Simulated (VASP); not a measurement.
# Cl (I4_1/amd) in VASP: further runs

Cl is run at these levels: PBEsol; tasks: single point, relaxation of cell and atoms.

All numbers are computed with VASP 6.6.1; they aren't measurements. Logs are shortened: lines on timing, memory, paths and dates and some standing lists are left out, and cuts for length are marked.

**1. The cell of the first run**

It takes space group I4_1/amd (No. 141, tetragonal). Conventional cell: a = 4.848 Å, b = 4.848 Å, c = 2.133 Å, α = 90.00°, β = 90.00°, γ = 90.00°. Within 3.0 Å of Cl (site symmetry -4m2) lie 10 Cl at 2.13 to 2.90 Å.

**2. Single point, PBEsol**

Contents of INCAR:

```
  PREC = Accurate
  ENCUT = 520
  EDIFF = 1E-6
  ISMEAR = -1
  SIGMA = 0.05
  LREAL = False
  LASPH = True
  NELM = 60
  ALGO = Normal
  ISIF = 2
  LWAVE = False
  LCHARG = False
  GGA = PS
  NBANDS = 14
```

Contents of KPOINTS:

```
Automatic mesh
0
Gamma
  17 17 17
```

Contents of POSCAR:

```
Cl
1.0
   -2.4242301742      2.4242301742      1.0663824389
    2.4242301742     -2.4242301742      1.0663824389
    2.4242301742      2.4242301742     -1.0663824389
Cl
2
Direct
   -0.3750000000     -0.1250000000     -0.2500000000
    0.3750000000      0.1250000000      0.2500000000
```

Potentials or basis: VASP PAW PBE potentials, release 64 (Cl).

On the command line:

```
cat potpaw_PBE.64/Cl/POTCAR > POTCAR
mpirun -np 1 vasp_std > vasp.out
```

OUTCAR:

```text
PREC = Accurate
   ENCUT = 520
   EDIFF = 1E-6
   ISMEAR = -1
   LREAL = False
   LASPH = True
   NELM = 60
   ISIF = 2
   GGA = PS

 ion  position               nearest neighbor table
   1  0.625  0.875  0.750-   2 2.48   2 2.48   2 2.48   2 2.48
   2  0.375  0.125  0.250-   1 2.48   1 2.48   1 2.48   1 2.48

  LATTYP: Found a body centered tetragonal cell.
 ALAT       =     4.8484603484
 C/A-ratio  =     0.4398849788

  Lattice vectors:

 A1 = (  -2.4242301742,   2.4242301742,   1.0663824389)
 A2 = (   2.4242301742,  -2.4242301742,   1.0663824389)
 A3 = (   2.4242301742,   2.4242301742,  -1.0663824389)

Analysis of symmetry for initial positions (statically):
=====================================================================
 Subroutine PRICEL returns:
 Original cell was already a primitive cell.

 Routine SETGRP: Setting up the symmetry group for a
 body centered tetragonal supercell.

 Subroutine GETGRP returns: Found 16 space group operations
 (whereof  4 operations were pure point group operations)
 out of a pool of 16 trial point group operations.

The static configuration has the point symmetry C_2h.
 The point group associated with its full space group is D_4h.

Analysis of symmetry for dynamics (positions and initial velocities):
=====================================================================
 Subroutine PRICEL returns:
 Original cell was already a primitive cell.

 Routine SETGRP: Setting up the symmetry group for a
 body centered tetragonal supercell.

 Subroutine GETGRP returns: Found 16 space group operations
 (whereof  4 operations were pure point group operations)
 out of a pool of 16 trial point group operations.

The dynamic configuration has the point symmetry C_2h.
 The point group associated with its full space group is D_4h.

 Subroutine INISYM returns: Found 16 space group operations
 (whereof  4 operations are pure point group operations),
 and found     1 'primitive' translations

----------------------------------------------------------------------------------------

                                     Primitive cell

  volume of cell :      25.0681

  direct lattice vectors                    reciprocal lattice vectors
    -2.424230174  2.424230174  1.066382439     0.000000000  0.206251042  0.468874938
     2.424230174 -2.424230174  1.066382439     0.206251042  0.000000000  0.468874938
     2.424230174  2.424230174 -1.066382439     0.206251042  0.206251042  0.000000000

  length of vectors
     3.590397663  3.590397663  3.590397663     0.512233540  0.512233540  0.291683021

  position of ions in fractional coordinates (direct lattice)
     0.625000000  0.875000000  0.750000000
     0.375000000  0.125000000  0.250000000

  ion indices of the primitive-cell ions
   primitive index   ion index
                 1           1
                 2           2

----------------------------------------------------------------------------------------

 KPOINTS: Automatic mesh

Automatic generation of k-mesh.
 Grid dimensions read from file:
 generate k-points for:   17   17   17

 Generating k-lattice:

  Cartesian coordinates                     Fractional coordinates (reciprocal lattice)
     0.000000000  0.012132414  0.027580879     0.058823529  0.000000000 -0.000000000
     0.012132414  0.000000000  0.027580879     0.000000000  0.058823529 -0.000000000
     0.012132414  0.012132414  0.000000000     0.000000000  0.000000000  0.058823529

  Length of vectors
     0.030131385  0.030131385  0.017157825

  Shift w.r.t. Gamma in fractional coordinates (k-lattice)
     0.000000000  0.000000000  0.000000000

 Subroutine IBZKPT returns following result:
 ===========================================

 Found    405 irreducible k-points:

 Following reciprocal coordinates:
            Coordinates               Weight
  0.000000  0.000000  0.000000      1.000000
  0.058824  0.000000 -0.000000      8.000000
  0.117647  0.000000 -0.000000      8.000000
  0.176471  0.000000 -0.000000      8.000000
  0.235294  0.000000 -0.000000      8.000000
  0.294118  0.000000 -0.000000      8.000000
[... 16 lines left out ...]
 -0.176471  0.058824  0.000000     16.000000
 -0.117647  0.058824  0.000000     16.000000
 [... further k-points ...]
   k-points           NKPTS =    405   k-points in BZ     NKDIM =    405   number of bands    NBANDS=     14
   number of dos      NEDOS =    301   number of ions     NIONS =      2
   total plane-waves  NPLWV =  21952
   dimension x,y,z NGX =    28 NGY =   28 NGZ =   28
   dimension x,y,z NGXF=    56 NGYF=   56 NGZF=   56
   ions per type =               2
   NGX,Y,Z   is equivalent  to a cutoff of  12.96, 12.96, 12.96 a.u.
   NGXF,Y,Z  is equivalent  to a cutoff of  25.93, 25.93, 25.93 a.u.
 SYSTEM =  unknown system
   PREC   = accura    normal or accurate (medium, high low for compatibility)
   ISTART =      0    job   : 0-new  1-cont  2-samecut
   ICHARG =      2    charge: 1-file 2-atom 10-const
   ISPIN  =      1    spin polarized calculation?
   LNONCOLLINEAR =      F non collinear calculations
   LSORBIT =      F    spin-orbit coupling
   LASPH  =      T    aspherical Exc in radial PAW
   ENCUT  =  520.0 eV  38.22 Ry    6.18 a.u.   6.68  6.68  6.68*2*pi/ulx,y,z
   NELM   =     60;   NELMIN=  2; NELMDL= -5     # of ELM steps
   EDIFF  = 0.1E-05   stopping-criterion for ELM
   LREAL  =      F    real-space projection
   EDIFFG = 0.1E-04   stopping-criterion for IOM
   NSW    =      0    number of steps for IOM
   IBRION =     -1    ionic relax: 0-MD 1-quasi-New 2-CG
   NFREE  =      0    steps in history (QN), initial steepest desc. (CG)
   ISIF   =      2    stress and relaxation
   ISYM   =      2    0-nonsym 1-usesym 2-fastsym
   POTIM  = 0.5000    time-step for ionic-motion
   TEBEG  =    0.0;   TEEND  =   0.0 temperature during run
   PSTRESS=    0.0 pullay stress
   NELECT =      14.0000    total number of electrons
   NUPDOWN=      -1.0000    fix difference up-down
   EMIN   =  10.00;   EMAX   =-10.00  energy-range for DOS
   EFERMI =   0.00;   METHOD = LEGACY
   ISMEAR =    -1;   SIGMA  =   0.05  broadening in eV -4-tet -1-fermi 0-gaus
   EFERMI_NEDOS =   21; number of points for ismear=-14 and -15
   IALGO  =     38    algorithm
   IMIX   =      4    mixing-type and parameters
     AMIX     =   0.40;   BMIX     =  1.00
     AMIX_MAG =   1.60;   BMIX_MAG =  1.00
  volume/ion in A,a.u.               =      12.53        84.58
  Fermi-wavevector in a.u.,A,eV,Ry     =   1.348168  2.547668 24.729356  1.817556
  Thomas-Fermi vector in A             =   2.475859
   LORBIT       =      0    0 simple, 1 ext, 2 COOP (PROOUT), +10 PAW based schemes
   GGA     = PS    functional components
   LHFCALC =     F    Hartree Fock is set to
   AEXX    =    0.0000 exact exchange contribution
   IVDW    =     0    specifies the selected vdW correction
   LEPSILON=     F    determine dielectric tensor
   LRPA    =     F    only Hartree local field effects (RPA)
 non-spin polarized calculation
  energy-cutoff  :      520.00
  volume of cell :       25.07
 maximum number of plane-waves:       688
   NGX = 13   NGY = 13   NGZ = 13

 number of electron      13.9999998 magnetization

 Free energy of the ion-electron system (eV)
  ---------------------------------------------------
  ext. energy  EPLUGINS =         0.00000000
  ---------------------------------------------------
  free energy    TOTEN  =        -0.30394115 eV

  energy without entropy =       -0.29237916  energy(sigma->0) =       -0.29816015

 E-fermi :  10.2644     XC(G=0): -12.2875

 val. band max:       10.2602724332   @ k =  -0.0588  -0.2353   0.0588
 cond. band min:      10.2673336177   @ k =  -0.0588   0.2941   0.0588
 fundamental gap:      0.0070611845
 Fermi energy:        10.2644459883

 k-point     1 :       0.0000    0.0000    0.0000
  band No.  band energies     occupation
      1     -11.6250      2.00000
      2      -6.3971      2.00000
      3       1.7886      2.00000
      4       1.7886      2.00000
      5       9.1149      2.00000
      6       9.1149      2.00000
      7      12.1548      0.00000
      8      15.1679      0.00000
      9      15.2629      0.00000
     10      17.5485      0.00000
     11      17.7561      0.00000
     12      23.9723      0.00000
     13      26.0595      0.00000
     14      31.5377      0.00000

 k-point     2 :       0.0588    0.0000   -0.0000
  band No.  band energies     occupation
      1     -11.5072      2.00000
      2      -6.3339      2.00000
      3       1.8485      2.00000
      4       1.9451      2.00000
      5       9.0234      2.00000
      6       9.1885      2.00000
      7      12.3335      0.00000
      8      14.2394      0.00000
      9      14.2993      0.00000
     10      17.8977      0.00000
     11      18.1247      0.00000
     12      24.9768      0.00000
     13      26.8149      0.00000
     14      28.6338      0.00000

 k-point     3 :       0.1176    0.0000   -0.0000
  band No.  band energies     occupation
      1     -11.1548      2.00000
      2      -6.1413      2.00000
      3       2.0303      2.00000
      4       2.4068      2.00000
      5       8.7881      2.00000
      6       9.4010      2.00000
      7      12.2105      0.00000
      8      12.3725      0.00000
      9      12.8637      0.00000
     10      18.3492      0.00000
     11      19.1205      0.00000
     12      25.6737      0.00000
     13      25.8173      0.00000
     14      27.2781      0.00000
[... 324 lines left out ...]
 k-point    23 :      -0.1765    0.0588    0.0000
  band No.  band energies     occupation
      1     -11.0610      2.00000
      2      -6.3301      2.00000
      3       1.9648      2.00000
      4       2.6931      2.00000
      5       8.1879      2.00000
      6       9.3000      2.00000
      7      12.1595      0.00000
      8      12.4230      0.00000
      9      13.2602      0.00000
     10      18.6429      0.00000
     11      19.7446      0.00000
     12      25.7979      0.00000
     13      26.0730      0.00000
     14      27.2280      0.00000

 k-point    24 :      -0.1176    0.0588    0.0000
  band No.  band energies     occupation
      1     -11.4442      2.00000
      2      -6.4681      2.00000
      3       1.8301      2.00000
      4       2.1132      2.00000
      5       8.6057      2.00000
      6       9.0652      2.00000
      7      12.6065      0.00000
      8      14.2298      0.00000
      9      14.3271      0.00000
     10      18.1382      0.00000
     11      18.5639      0.00000
     12      24.9117      0.00000
     13      26.7689      0.00000
     14      28.7282      0.00000

 [... further k-points ...]

------------------------ aborting loop because EDIFF is reached ----------------------------------------

  FORCE on cell =-STRESS in cart. coord.  units (eV):
  Direction    XX          YY          ZZ          XY          YZ          ZX
  --------------------------------------------------------------------------------------
  -------------------------------------------------------------------------------------
  Total       12.2258293     12.2258293     12.0425893      0.0000000      0.0000000     -0.0000000
  in kB      781.3906838    781.3906838    769.6792481      0.0000000      0.0000000     -0.0000000
  external PRESSURE =     777.4868719 kB  Pullay stress =       0.0000000 kB

 VOLUME and BASIS-vectors are now :
 -----------------------------------------------------------------------------
  energy-cutoff  :      520.00
  volume of cell :       25.07
      direct lattice vectors                 reciprocal lattice vectors
    -2.424230174  2.424230174  1.066382439     0.000000000  0.206251042  0.468874938
     2.424230174 -2.424230174  1.066382439     0.206251042  0.000000000  0.468874938
     2.424230174  2.424230174 -1.066382439     0.206251042  0.206251042  0.000000000

 POSITION                                       TOTAL-FORCE (eV/Angst)
 -----------------------------------------------------------------------------------
      2.42423      1.21212      0.79979         0.000000     -0.000000     -0.000000
      0.00000      1.21212      0.26660        -0.000000      0.000000      0.000000
 -----------------------------------------------------------------------------------
    total drift:                               -0.000000      0.000000     -0.000000

  FREE ENERGIE OF THE ION-ELECTRON SYSTEM (eV)
  ---------------------------------------------------
  free  energy   TOTEN  =        -0.3039411457 eV

  energy  without entropy=       -0.2923791558  energy(sigma->0) =       -0.29816015
```

Wall time 3.5 min (1 thread of Intel Xeon 8259CL, shared host); peak memory 0.23 GiB.

Results:

* Free energy: -0.3039 eV
* Pressure: 77.7 GPa
* Band gap on the k mesh: zero (bands 7 and 8 overlap by 8.04 eV)

Stress tensor (GPa, compression positive):
```
78.14  0.00  0.00
 0.00 78.14  0.00
 0.00  0.00 76.97
```

Caveat: the cell stands under pressure; the PAW data sets were made with another functional, which shifts forces and pressure a little.

**3. Relaxation of cell and atoms, PBEsol, target pressure 78 GPa, at which the enthalpy is minimised**

Contents of INCAR:

```
SYSTEM = Cl
PREC = Accurate
ENCUT = 600
EDIFF = 1E-6
ISMEAR = -1
SIGMA = 0.05
LREAL = .FALSE.
LASPH = .TRUE.
NELM = 100
ALGO = Normal
ISIF = 3
LWAVE = .FALSE.
LCHARG = .FALSE.
GGA = PS
IBRION = 2
NSW = 32
EDIFFG = -0.005
PSTRESS = 780.0
```

Contents of KPOINTS:

```
Automatic mesh
0
G
  17 17 17
  0 0 0
```

Contents of POSCAR:

```
Cl
1.0
   -2.4245321665      2.4245321665      1.0658303199
    2.4245321665     -2.4245321665      1.0658303199
    2.4245321665      2.4245321665     -1.0658303199
Cl
2
Direct
   -0.3750000000     -0.1250000000     -0.2500000000
    0.3750000000      0.1250000000      0.2500000000
```

Potentials or basis: VASP PAW PBE potentials, release 64 (Cl).

On the command line:

```
cat potpaw_PBE.64/Cl/POTCAR > POTCAR
mpirun -np 1 vasp_std > vasp.out
```

OUTCAR:

```text
SYSTEM = Cl
   PREC = Accurate
   ENCUT = 600
   EDIFF = 1E-6
   ISMEAR = -1
   LREAL = .FALSE.
   LASPH = .TRUE.
   NELM = 100
   ISIF = 3
   GGA = PS
   IBRION = 2
   NSW = 32
   EDIFFG = -0.005
   PSTRESS = 780.0

 ion  position               nearest neighbor table
   1  0.625  0.875  0.750-   2 2.48   2 2.48   2 2.48   2 2.48
   2  0.375  0.125  0.250-   1 2.48   1 2.48   1 2.48   1 2.48

  LATTYP: Found a body centered tetragonal cell.
 ALAT       =     4.8490643330
 C/A-ratio  =     0.4396024663

  Lattice vectors:

 A1 = (  -2.4245321665,   2.4245321665,   1.0658303199)
 A2 = (   2.4245321665,  -2.4245321665,   1.0658303199)
 A3 = (   2.4245321665,   2.4245321665,  -1.0658303199)

Analysis of symmetry for initial positions (statically):
[... 345 lines left out ...]
 k-point     1 :       0.0000    0.0000    0.0000
  band No.  band energies     occupation
      1     -11.6485      2.00000
      2      -6.4792      2.00000
      3       1.7627      2.00000
      4       1.7627      2.00000
      5       9.0466      2.00000
      6       9.0466      2.00000
      7      12.1381      0.00000
      8      15.2623      0.00000
      9      15.3593      0.00000
     10      17.4513      0.00000
     11      17.7109      0.00000
[... 309 lines left out ...]
 k-point    24 :      -0.1176    0.0588    0.0000
  band No.  band energies     occupation
      1     -11.4676      2.00000
      2      -6.5465      2.00000
      3       1.8054      2.00000
      4       2.0857      2.00000
      5       8.5423      2.00000
      6       8.9988      2.00000
      7      12.5885      0.00000
      8      14.3029      0.00000
      9      14.4083      0.00000
     10      18.0781      0.00000
     11      18.4953      0.00000

 [... further k-points ...]

------------------------ aborting loop because EDIFF is reached ----------------------------------------

  FORCE on cell =-STRESS in cart. coord.  units (eV):
  Direction    XX          YY          ZZ          XY          YZ          ZX
  --------------------------------------------------------------------------------------
  -------------------------------------------------------------------------------------
  Total       12.2129233     12.2129233     12.2153663      0.0000000      0.0000000      0.0000000
  in kB      780.0024240    780.0024240    780.1584495      0.0000000      0.0000000      0.0000000
  external PRESSURE =       0.0544325 kB  Pullay stress =     780.0000000 kB
[... 21 lines left out ...]
  energy  without entropy=       -0.3021650093  energy(sigma->0) =       -0.30796201

  enthalpy is  TOTEN    =        11.8991263570 eV   P V=       12.2128853728

 reached required accuracy - stopping structural energy minimisation
```

CONTCAR:

```text
Cl
   1.00000000000000
    -2.4286160661122342    2.4286160661122342    1.0633017825105171
     2.4286160661122342   -2.4286160661122342    1.0633017825105171
     2.4286160661122342    2.4286160661122342   -1.0633017825105171
  Cl
     2
Direct
     0.6250000000000000    0.8750000000000000    0.7500000000000000
     0.3750000000000000    0.1250000000000000    0.2500000000000000

  0.00000000E+00  0.00000000E+00  0.00000000E+00
  0.00000000E+00  0.00000000E+00  0.00000000E+00
```

It took 11 min on 1 thread of Intel Xeon 8259CL, shared host; peak memory 0.25 GiB.

Results:

```
Free energy                                                : -0.3138 eV
Relaxed volume                                             : 12.54 Å³/atom
Relaxed cell                                               : a = 3.595 Å, b = 3.595 Å, c = 3.595 Å, α = 95.02°, β = 95.02°, γ = 145.60°
Space group after relaxing (to 0.1 Å)                      : I4_1/amd (No. 141)
Energy change on relaxing (the run minimises the enthalpy) : -6.1 meV/atom
Ionic steps                                                : 5
Pressure after relaxing                                    : 78.0 GPa
Band gap on the k mesh                                     : zero (bands 7 and 8 overlap by 8.15 eV)
```

Step by step:
```
step  energy change (eV)  largest force (eV/Å)  pressure (GPa)  volume (Å³)
   1              0.0000                0.0000           77.97        25.06
   2              0.0042                0.0000           78.40        25.05
   3              0.0037                0.0000           78.34        25.05
   4             -0.0395                0.0000           77.43        25.14
   5             -0.0123                0.0000           78.01        25.09
```

Final structure:
```
Cl
1.0
    -2.42862    2.42862    1.06330
     2.42862   -2.42862    1.06330
     2.42862    2.42862   -1.06330
Cl
2
Direct
  0.62500 0.87500 0.75000
  0.37500 0.12500 0.25000
```

Caveat: the cell is relaxed towards a set pressure, so the run minimises the enthalpy, not the energy; the PAW data sets were made with another functional, which shifts forces and pressure a little.
